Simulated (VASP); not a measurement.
Set up this calculation in VASP 6.6.1, as the native input.

- Task: single point
- Functional: PBE
- Potentials or basis: VASP PAW PBE potentials, release 64 (Na_pv, H)
- Cutoff: 520 eV
- k mesh: 9 × 9 × 9
- Occupations: fermi-dirac, width 0.03 eV
- Spin: no spin polarisation
- Dipole correction: no
- Further INCAR settings: ALGO = Normal; EDIFF = 1e-06; NBANDS = 11

The structure of NaH lies in POSCAR:

```
NaH
1.0
    0.0000000000      2.4766000000      2.4400000000
    2.4766000000      0.0000000000      2.4400000000
    2.4766000000      2.4766000000      0.0000000000
Na H
1 1
Direct
    0.0000000000      0.0000000000      0.0000000000
    0.5000000000      0.5000000000      0.5000000000
```

This cell differs from its parent crystal: x and y stretched by +1.5 %, z held.

The input as run:

INCAR

```
PREC     = Accurate       # precision mode
ENCUT    = 520            # plane-wave cutoff, eV
EDIFF    = 1E-6           # SCF threshold, eV
ISMEAR   = -1             # smearing method
SIGMA    = 0.03           # smearing width, eV
LREAL    = False          # projectors in reciprocal space
LASPH    = True           # aspherical terms in the spheres
NELM     = 100            # most SCF steps
ALGO     = Normal         # electronic algorithm
ISIF     = 2              # what is computed and relaxed
LWAVE    = False          # write WAVECAR
LCHARG   = False          # write CHGCAR
GGA      = PE             # functional
NBANDS   = 11             # bands
```

KPOINTS

```
regular mesh
0
Gamma
  9 9 9
```

Potentials or basis: VASP PAW PBE potentials, release 64 (Na_pv, H).

The run is started by

```bash
$ cat potpaw_PBE.64/Na_pv/POTCAR potpaw_PBE.64/H/POTCAR > POTCAR
$ mpirun -np 1 vasp_std > vasp.out
```

It gave:

The pressure is -1.3 GPa. The band gap on the k mesh is 3.93 eV, indirect (least direct gap 4.63 eV).

Caveat: the cell differs from its parent crystal (x and y stretched by +1.5 %, z held).

Run time: 16 s on 1 thread of Intel(R) Xeon(R) 6975P-C (Granite Rapids), with other jobs on the host, peak memory 0.16 GiB.
